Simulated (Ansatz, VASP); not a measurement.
WSe2 in VASP and in Ansatz

Contents of POSCAR:

```
WSe2
1.0
    3.1192699053      0.0000000000      0.0000000000
   -1.5596349526      2.7013669793      0.0000000000
    0.0000000000      0.0000000000     27.1941931531
W Se
2 4
Direct
    0.6666666667      0.3333333333      0.1423922113
    0.3333333333      0.6666666667      0.8576077887
    0.3333333333      0.6666666667      0.2113531704
    0.6666666667      0.3333333333      0.9266195386
    0.3333333333      0.6666666667      0.0733804614
    0.6666666667      0.3333333333      0.7886468296
```

Contents of INCAR.step1:

```
PREC = Accurate ; ENCUT = 520
ISMEAR = 0 ; SIGMA = 0.05
LREAL = False ; LASPH = True
NELM = 80 ; NBANDS = 35
GGA = PE ; ALGO = Normal
EDIFF = 1E-4 ; LWAVE = True
LCHARG = False
```

INCAR.step2

```
PREC = Accurate ; ENCUT = 520
EDIFF = 1E-6 ; ISMEAR = 0
SIGMA = 0.05 ; LREAL = False
LASPH = True ; NELM = 80
ALGO = Normal ; ISIF = 2
LWAVE = False ; LCHARG = False
METAGGA = R2SCAN ; LMIXTAU = True
NBANDS = 35 ; ISTART = 1
```

The input KPOINTS:

```
Automatic mesh
0
Gamma
  12 12 2
```

Input for Ansatz:

```yaml
crystal:
  lattice:
    - [3.1192699053, 0.0, 0.0]
    - [-1.5596349526, 2.7013669793, 0.0]
    - [0.0, 0.0, 27.1941931531]
  atoms:
    - { symbol: W, position: [0.6666666667, 0.3333333333, 0.1423922113] }
    - { symbol: W, position: [0.3333333333, 0.6666666667, 0.8576077887] }
    - { symbol: Se, position: [0.3333333333, 0.6666666667, 0.2113531704] }
    - { symbol: Se, position: [0.6666666667, 0.3333333333, 0.9266195386] }
    - { symbol: Se, position: [0.3333333333, 0.6666666667, 0.0733804614] }
    - { symbol: Se, position: [0.6666666667, 0.3333333333, 0.7886468296] }
basis:
  ecutwfc: 500
kpoints:
  mp_grid: { grid: [12, 12, 2] }
hamiltonian:
  xc: r2scan
scf:
  occupations: { method: gaussian, width: 0.05 }
output:
  forces: true
  stress: true
  eigenvalues: true
```

Alike in both runs: task single point; functional r2SCAN; k mesh 12 × 12 × 2; occupations gaussian, width 0.05 eV; no spin polarisation.

```csv
,VASP,Ansatz
version,VASP 6.6.1,Ansatz 0.2.0
potentials or method,"VASP PAW PBE potentials, release 64 (W_sv, Se), cutoff 520 eV","scalar-relativistic, plane waves, PAW"
valence electrons in the cell,52,92
```

Ansatz gave:

```
gap on the k mesh at the Fermi level (eV) : 1.01
least direct gap on the mesh (eV)         : 1.43
rms of the force components (eV/Å)        : 1.022
```

Problem. Estimate VASP's values.

Solution. gap on the k mesh at the Fermi level (eV): 1.01; least direct gap on the mesh (eV): 1.43; rms of the force components (eV/Å): 1.006.

VASP's potentials were made for PBE, not for r2SCAN. Atom by atom the forces differ by 0.016 eV/Å (rms over components). VASP's potentials hold 52 valence electrons a cell and Ansatz's 92, so a difference there can come from the potentials and not from the codes.

Spin-orbit coupling is off throughout.
